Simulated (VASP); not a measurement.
Input of a VASP 6.6.1 run:

Contents of INCAR:

```
SYSTEM = HfC
  ALGO = Normal
  EDIFF = 1E-8
  ENCUT = 520
  GGA = PE
  ISIF = 2
  ISMEAR = -5
  ISPIN = 2
  IVDW = 13
  LASPH = .True.
  LCHARG = .False.
  LEFG = .True.
  LMAXMIX = 4
  LORBIT = 11
  LREAL = .False.
  LWAVE = .False.
  MAGMOM = -0.19 0
  NBANDS = 18
  NELM = 150
  PREC = Accurate
  SIGMA = 0.05
```

The input KPOINTS:

```
k-points
0
Gamma
  10 10 10
  0 0 0
```

POSCAR

```
HfC
1.0
    0.0000000000      2.2612690210      2.2612690210
    2.2612690210      0.0000000000      2.2612690210
    2.2612690210      2.2612690210      0.0000000000
Hf C
1 1
Direct
    0.5000000000      0.5000000000      0.5000000000
    0.0000000000      0.0000000000      0.0000000000
```

Potentials or basis: VASP PAW PBE potentials, release 64 (Hf_pv, C).

Launch:

```bash
$ cat potpaw_PBE.64/Hf_pv/POTCAR potpaw_PBE.64/C/POTCAR > POTCAR
$ mpirun -np 1 vasp_std > vasp.out
```

Predict the dispersion energy per atom.

-0.274 eV.

Estimate the band gap on the k mesh.

zero (filled and empty bands overlap).

Caveat: without QUAD_EFG the Cq values of the log hold for a quadrupole moment of 1 mb, not for the nuclei; spin-orbit coupling is left out, which moves the levels of the heavy elements.
